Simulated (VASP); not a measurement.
# PtSe2 (P-3m1) in VASP: single point with PBE

Aim: the single point of PtSe2 with PBE.

Program: VASP 6.6.1. These are calculated values, not measurements. Logs are shortened: lines on timing, memory, paths and dates and some standing lists are left out, and cuts for length are marked.

## (1) The cell of the first run

The structure is trigonal, space group P-3m1 (No. 164). The conventional cell has a = 3.724 Å, b = 3.724 Å, c = 5.062 Å, α = 90.00°, β = 90.00°, γ = 120.00°. Within 3.3 Å of Pt (site symmetry -3m) lie 6 Se at 2.49 Å. Se (site symmetry 3m) has 3 Pt at 2.49 Å and 6 Se at 3.32 Å within 3.4 Å.

## (2) Single point, PBE

File INCAR:

```
SYSTEM = PtSe2
  PREC = Accurate
  ENCUT = 520
  EDIFF = 1E-6
  ISMEAR = -1
  SIGMA = 0.05
  LREAL = .FALSE.
  LASPH = .TRUE.
  NELM = 80
  ALGO = Normal
  ISIF = 2
  LWAVE = .FALSE.
  LCHARG = .FALSE.
  GGA = PE
  NBANDS = 18
```

File KPOINTS:

```
regular mesh
0
G
  9 9 6
  0 0 0
```

File POSCAR:

```
PtSe2
1.0
    3.7240000000      0.0000000000      0.0000000000
   -1.8620000000      3.2250790000      0.0000000000
    0.0000000000      0.0000000000      5.0620000000
Pt Se
1 2
Direct
    0.0000000000      0.0000000000      0.0000000000
    0.3333333333      0.6666666667      0.2500000000
    0.6666666667      0.3333333333      0.7500000000
```

Potentials or basis: VASP PAW PBE potentials, release 64 (Pt, Se).

Started as:

```sh
> cat potpaw_PBE.64/Pt/POTCAR potpaw_PBE.64/Se/POTCAR > POTCAR
> mpirun -np 1 vasp_std > vasp.out
```

OUTCAR:

```text
SYSTEM = PtSe2
   PREC = Accurate
   ENCUT = 520
   EDIFF = 1E-6
   ISMEAR = -1
   LREAL = .FALSE.
   LASPH = .TRUE.
   NELM = 80
   ISIF = 2
   GGA = PE

 ion  position               nearest neighbor table
   1  0.000  0.000  0.000-   2 2.49   3 2.49   3 2.49   2 2.49   3 2.49   2 2.49
   2  0.333  0.667  0.250-   1 2.49   1 2.49   1 2.49
   3  0.667  0.333  0.750-   1 2.49   1 2.49   1 2.49

  LATTYP: Found a hexagonal cell.
 ALAT       =     3.7240000000
 C/A-ratio  =     1.3592910849

  Lattice vectors:

 A1 = (   3.7240000000,   0.0000000000,   0.0000000000)
 A2 = (  -1.8620000000,   3.2250790000,   0.0000000000)
 A3 = (   0.0000000000,   0.0000000000,   5.0620000000)

Analysis of symmetry for initial positions (statically):
=====================================================================
 Subroutine PRICEL returns:
 Original cell was already a primitive cell.

 Routine SETGRP: Setting up the symmetry group for a
 hexagonal supercell.

 Subroutine GETGRP returns: Found 12 space group operations
 (whereof 12 operations were pure point group operations)
 out of a pool of 24 trial point group operations.

The static configuration has the point symmetry D_3d.

Analysis of symmetry for dynamics (positions and initial velocities):
=====================================================================
 Subroutine PRICEL returns:
 Original cell was already a primitive cell.

 Routine SETGRP: Setting up the symmetry group for a
 hexagonal supercell.

 Subroutine GETGRP returns: Found 12 space group operations
 (whereof 12 operations were pure point group operations)
 out of a pool of 24 trial point group operations.

The dynamic configuration has the point symmetry D_3d.

 Subroutine INISYM returns: Found 12 space group operations
 (whereof 12 operations are pure point group operations),
 and found     1 'primitive' translations

----------------------------------------------------------------------------------------

                                     Primitive cell

  volume of cell :      60.7956

  direct lattice vectors                    reciprocal lattice vectors
     3.724000000  0.000000000  0.000000000     0.268528464  0.155034962  0.000000000
[... 76 lines left out ...]
   NGX,Y,Z   is equivalent  to a cutoff of  12.50, 12.50, 13.14 a.u.
   NGXF,Y,Z  is equivalent  to a cutoff of  25.00, 25.00, 26.27 a.u.
 SYSTEM =  PtSe2
   PREC   = accura    normal or accurate (medium, high low for compatibility)
   ISTART =      0    job   : 0-new  1-cont  2-samecut
   ICHARG =      2    charge: 1-file 2-atom 10-const
   ISPIN  =      1    spin polarized calculation?
   LNONCOLLINEAR =      F non collinear calculations
   LSORBIT =      F    spin-orbit coupling
   LASPH  =      T    aspherical Exc in radial PAW
   ENCUT  =  520.0 eV  38.22 Ry    6.18 a.u.   6.92  6.92  9.41*2*pi/ulx,y,z
   NELM   =     80;   NELMIN=  2; NELMDL= -5     # of ELM steps
   EDIFF  = 0.1E-05   stopping-criterion for ELM
   LREAL  =      F    real-space projection
   EDIFFG = 0.1E-04   stopping-criterion for IOM
   NSW    =      0    number of steps for IOM
   IBRION =     -1    ionic relax: 0-MD 1-quasi-New 2-CG
   NFREE  =      0    steps in history (QN), initial steepest desc. (CG)
   ISIF   =      2    stress and relaxation
   ISYM   =      2    0-nonsym 1-usesym 2-fastsym
   POTIM  = 0.5000    time-step for ionic-motion
   TEBEG  =    0.0;   TEEND  =   0.0 temperature during run
   PSTRESS=    0.0 pullay stress
   NELECT =      22.0000    total number of electrons
   NUPDOWN=      -1.0000    fix difference up-down
   EMIN   =  10.00;   EMAX   =-10.00  energy-range for DOS
   EFERMI =   0.00;   METHOD = LEGACY
   ISMEAR =    -1;   SIGMA  =   0.05  broadening in eV -4-tet -1-fermi 0-gaus
   EFERMI_NEDOS =   21; number of points for ismear=-14 and -15
   IALGO  =     38    algorithm
   IMIX   =      4    mixing-type and parameters
     AMIX     =   0.40;   BMIX     =  1.00
     AMIX_MAG =   1.60;   BMIX_MAG =  1.00
  volume/ion in A,a.u.               =      20.27       136.76
  Fermi-wavevector in a.u.,A,eV,Ry     =   1.166608  2.204570 18.517183  1.360975
  Thomas-Fermi vector in A             =   2.303119
   LORBIT       =      0    0 simple, 1 ext, 2 COOP (PROOUT), +10 PAW based schemes
   GGA     = PE    functional components
   LHFCALC =     F    Hartree Fock is set to
   AEXX    =    0.0000 exact exchange contribution
   IVDW    =     0    specifies the selected vdW correction
   LEPSILON=     F    determine dielectric tensor
   LRPA    =     F    only Hartree local field effects (RPA)
 non-spin polarized calculation
  energy-cutoff  :      520.00
  volume of cell :       60.80
 maximum number of plane-waves:      1650
   NGX = 13   NGY = 13   NGZ = 19

 number of electron      21.9999999 magnetization

 Free energy of the ion-electron system (eV)
  ---------------------------------------------------
  ext. energy  EPLUGINS =         0.00000000
  ---------------------------------------------------
  free energy    TOTEN  =       -14.18809064 eV

  energy without entropy =      -14.18251298  energy(sigma->0) =      -14.18530181

 E-fermi :   6.5771     XC(G=0): -10.6330

 val. band max:        6.5582685294   @ k =   0.3333   0.3333   0.0000
 cond. band min:       6.6127954325   @ k =   0.0000   0.3333   0.3333
 fundamental gap:      0.0545269031
 Fermi energy:         6.5771415635

 k-point     1 :       0.0000    0.0000    0.0000
  band No.  band energies     occupation
      1      -9.1799      2.00000
      2      -6.3561      2.00000
      3      -0.6643      2.00000
      4       0.0423      2.00000
      5       0.0423      2.00000
      6       2.5030      2.00000
[... 481 lines left out ...]
      5       0.8405      2.00000
      6       1.2537      2.00000
[... 10 lines left out ...]
     17      14.3625      0.00000
     18      16.1438      0.00000

 [... further k-points ...]
[... 5 lines left out ...]
  --------------------------------------------------------------------------------------
  -------------------------------------------------------------------------------------
  Total        3.0232376      3.0232383      2.2721002      0.0000000     -0.0000000      0.0000000
  in kB       79.6729121     79.6729317     59.8778071      0.0000000     -0.0000000      0.0000000
  external PRESSURE =      73.0745503 kB  Pullay stress =       0.0000000 kB

 VOLUME and BASIS-vectors are now :
 -----------------------------------------------------------------------------
  energy-cutoff  :      520.00
  volume of cell :       60.80
      direct lattice vectors                 reciprocal lattice vectors
     3.724000000  0.000000000  0.000000000     0.268528464  0.155034962  0.000000000
    -1.862000000  3.225079000  0.000000000     0.000000000  0.310069924  0.000000000
     0.000000000  0.000000000  5.062000000     0.000000000  0.000000000  0.197550375

 POSITION                                       TOTAL-FORCE (eV/Angst)
 -----------------------------------------------------------------------------------
      0.00000      0.00000      0.00000         0.000000      0.000000      0.000000
     -0.00000      2.15005      1.26550         0.000000      0.000000      0.581026
      1.86200      1.07503      3.79650        -0.000000      0.000000     -0.581026
 -----------------------------------------------------------------------------------
    total drift:                               -0.000000     -0.000000     -0.000000

  FREE ENERGIE OF THE ION-ELECTRON SYSTEM (eV)
  ---------------------------------------------------
  free  energy   TOTEN  =       -14.1880906446 eV

  energy  without entropy=      -14.1825129759  energy(sigma->0) =      -14.18530181
```

OSZICAR:

```text
N       E                     dE             d eps       ncg     rms          rms(c)
DAV:   1     0.112016735755E+03    0.11202E+03   -0.10108E+04  2248   0.108E+03
DAV:   2    -0.974120493378E+01   -0.12176E+03   -0.11795E+03  2742   0.213E+02
DAV:   3    -0.149400410560E+02   -0.51988E+01   -0.51572E+01  2788   0.438E+01
DAV:   4    -0.149798275530E+02   -0.39786E-01   -0.39771E-01  2742   0.412E+00
DAV:   5    -0.149802456741E+02   -0.41812E-03   -0.41811E-03  2714   0.413E-01    0.131E+01
DAV:   6    -0.143992970746E+02    0.58095E+00   -0.40884E+00  2330   0.186E+01    0.793E+00
DAV:   7    -0.142074367190E+02    0.19186E+00   -0.78826E-01  2306   0.873E+00    0.399E+00
DAV:   8    -0.141897583501E+02    0.17678E-01   -0.45467E-02  2448   0.159E+00    0.813E-01
DAV:   9    -0.141878904997E+02    0.18679E-02   -0.63919E-03  2534   0.764E-01    0.173E-01
DAV:  10    -0.141880893933E+02   -0.19889E-03   -0.97374E-04  2620   0.208E-01    0.468E-02
DAV:  11    -0.141880892564E+02    0.13691E-06   -0.55597E-05  2840   0.707E-02    0.231E-02
DAV:  12    -0.141880901994E+02   -0.94299E-06   -0.10913E-05  2412   0.236E-02    0.258E-03
DAV:  13    -0.141880906446E+02   -0.44521E-06   -0.62736E-07  1850   0.527E-03
   1 F= -.14188091E+02 E0= -.14185302E+02  d E =-.557767E-02
```

Run time: 94 s. Hardware: 1 thread of Intel Xeon 8259CL, shared host; peak memory 0.22 GiB.

What came out:

* Free energy: -14.1881 eV
* Pressure: 7.3 GPa
* Largest force: 0.581 eV/Å
* Band gap on the k mesh: zero (bands 11 and 12 overlap by 0.38 eV)

Forces in eV/Å, atoms in the order of the input:
```
Pt   0.000  0.000  0.000
Se   0.000  0.000  0.581
Se   0.000  0.000 -0.581
```

Stress tensor (GPa, compression positive):
```
7.97 0.00 0.00
0.00 7.97 0.00
0.00 0.00 5.99
```

Caveat: the cell stands under pressure; spin-orbit coupling is left out, which moves the levels of the heavy elements.
